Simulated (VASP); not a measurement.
# CoNiO2: relaxation of volume and atoms at fixed shape with PBE+U

The system is CoNiO2.

```
Co Ni O
1.0
     3.01433    0.00000    0.00000
     0.00000    3.01433    0.00000
     0.00000    0.00000    4.22229
Co Ni O
1 1 2
Direct
  0.50000 0.50000 0.50000
  0.00000 0.00000 0.00000
  0.50000 0.50000 0.00000
  0.00000 0.00000 0.50000
```

```yaml
Program: VASP 6.6.1
Task: relaxation of volume and atoms at fixed shape
Functional: PBE
Potentials_or_basis: VASP PAW PBE potentials, release 64 (Co_sv, Ni_sv_GW, O)
Cutoff: 700 eV
k_mesh: 6 × 6 × 4
Occupations: fermi-dirac, width 0.05 eV
Spin: collinear spin, ferromagnetic start
Starting_moments: "[2.5, 1.5, 0.0, 0.0] μB"
Hubbard_terms: Co d U = 2.0 eV, Ni d U = 4.0 eV
Dipole_correction: no
Further_INCAR_settings: ALGO = Normal; EDIFF = 1e-07; IBRION = 2; EDIFFG = -0.01; NSW = 80; ISIF = 8
```

- Relaxed volume: 9.66 Å³/atom
- Relaxed cell: a = 3.021 Å, b = 3.021 Å, c = 4.232 Å, α = 90.00°, β = 90.00°, γ = 90.00°
- Space group after relaxing (to 0.1 Å): P4/mmm (No. 123)
- Energy gained by relaxing: 0.3 meV/atom
- Ionic steps: 3
- Pressure after relaxing: 0.0 GPa
- Band gap on the k mesh: zero (filled and empty bands overlap)
- Net moment: 4.99 μB per cell
- Site moments: Co +2.62; Ni +1.75; O +0.24 μB
- Valence electrons inside the program's atomic spheres: Co 14.89; Ni 16.07; O 5.00

Stress tensor (GPa, compression positive):
```
 0.32  0.00  0.00
 0.00  0.32  0.00
 0.00  0.00 -0.59
```

Step by step:
```
step  energy change (eV)  largest force (eV/Å)  pressure (GPa)  volume (Å³)
   1              0.0000                0.0000            1.38        38.36
   2             -0.0006                0.0000           -0.93        38.83
   3             -0.0011                0.0000            0.02        38.64
```

Final structure:
```
CELL_PARAMETERS angstrom
3.02141 0.00000 0.00000
0.00000 3.02141 0.00000
0.00000 0.00000 4.23220
ATOMIC_POSITIONS crystal
Co 0.50000 0.50000 0.50000
Ni 0.00000 0.00000 0.00000
O 0.50000 0.50000 0.00000
O 0.00000 0.00000 0.50000
```

Levels at points of the mesh, in eV from the Fermi level:
Spin up:
```
           k point  band 22  band 23  band 24  band 25  band 26  band 27  band 28  band 29  band 30
(0.00, 0.00, 0.00)    -3.37    -3.37    -3.02    -2.90    -2.90     0.84     5.48     9.91    11.17
(0.50, 0.00, 0.00)    -3.16    -2.46    -1.93    -1.42    -0.19     6.26     6.33    10.03    10.25
(0.50, 0.50, 0.00)    -3.74    -3.47    -3.47    -3.10    -2.15     5.00     5.87     9.83     9.83
(0.00, 0.00, 0.50)    -2.82    -2.82    -2.53    -2.53    -2.42     4.49     4.95    12.17    12.34
(0.50, 0.00, 0.50)    -2.23    -1.15    -1.10    -0.23    -0.09     4.89     5.07     8.91     9.46
(0.50, 0.50, 0.50)    -3.03    -3.03    -3.00    -2.15    -1.95     7.37     8.22     9.79     9.80
```
Spin down:
```
           k point  band 17  band 18  band 19  band 20  band 21  band 22  band 23  band 24  band 25  band 26
(0.00, 0.00, 0.00)    -2.54    -2.47    -2.47    -2.11    -0.15    -0.15     0.61     0.65     1.29     1.54
(0.50, 0.00, 0.00)    -3.48    -2.89    -2.35    -0.58    -0.17     0.23     1.20     1.55     2.78     3.77
(0.50, 0.50, 0.00)    -3.72    -3.72    -3.11    -0.54    -0.54    -0.53     1.03     1.09     1.50     2.20
(0.00, 0.00, 0.50)    -3.60    -2.21    -2.18    -2.18     0.26     0.26     0.71     1.15     1.56     1.62
(0.50, 0.00, 0.50)    -2.80    -2.73    -2.69    -0.57     0.17     0.33     2.81     2.91     3.30     3.78
(0.50, 0.50, 0.50)    -3.11    -2.86    -2.86    -0.53    -0.11    -0.11     1.23     1.82     2.19     2.26
```

Eigenvalues of the final occupation matrices:
| site | spin | trace | eigenvalues |
| --- | --- | --- | --- |
| site 1 d | 1 | 4.65 | 0.91 0.92 0.92 0.95 0.95 |
| site 1 d | 2 | 2.05 | 0.10 0.12 0.47 0.47 0.90 |
| site 2 d | 1 | 4.73 | 0.93 0.94 0.94 0.96 0.96 |
| site 2 d | 2 | 3.01 | 0.11 0.12 0.93 0.93 0.93 |

It took 8.7 min on 1 thread of Intel(R) Xeon(R) Platinum 8488C (Sapphire Rapids) (shared host), peak memory 0.27 GiB.

Caveat: the k points lie up to 0.37 Å⁻¹ apart in the final cell, too coarse for converged energies and pressures of a metal. The state reached can hang on the start; a lower one may exist.
